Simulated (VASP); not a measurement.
A run of VASP 6.6.1:

File INCAR:

```
ALGO = Normal ; EDIFF = 1E-6
ENCUT = 520 ; GGA = CA
ISIF = 2 ; ISMEAR = -1
LASPH = True ; LCHARG = True
LELF = True ; LREAL = False
LVHAR = True ; LWAVE = False
NBANDS = 10 ; NELM = 100
PREC = Accurate ; SIGMA = 0.05
```

KPOINTS

```
k-points
0
Gamma
  13 13 13
```

POSCAR

```
Na
1.0
    0.0000000000      2.5560155302      2.5560155302
    2.5560155302      0.0000000000      2.5560155302
    2.5560155302      2.5560155302      0.0000000000
Na
1
Direct
    0.0000000000      0.0000000000      0.0000000000
```

Potentials or basis: VASP PAW LDA potentials, release 64 (Na_pv).

Launch:

```sh
$ cat potpaw_LDA.64/Na_pv/POTCAR > POTCAR
$ mpirun -np 1 vasp_std > vasp.out
```

Hardware: 1 thread of Intel(R) Xeon(R) Platinum 8259CL CPU @ 2.50GHz (Skylake/Cascade Lake), on a shared host.

**Question.** How long does it take, and how much memory?

**Answer.** Run time: 21 s on 1 thread of Intel(R) Xeon(R) Platinum 8259CL CPU @ 2.50GHz (Skylake/Cascade Lake), on a shared host, peak memory 0.14 GiB. Counts: scf iterations 9, k points 84.
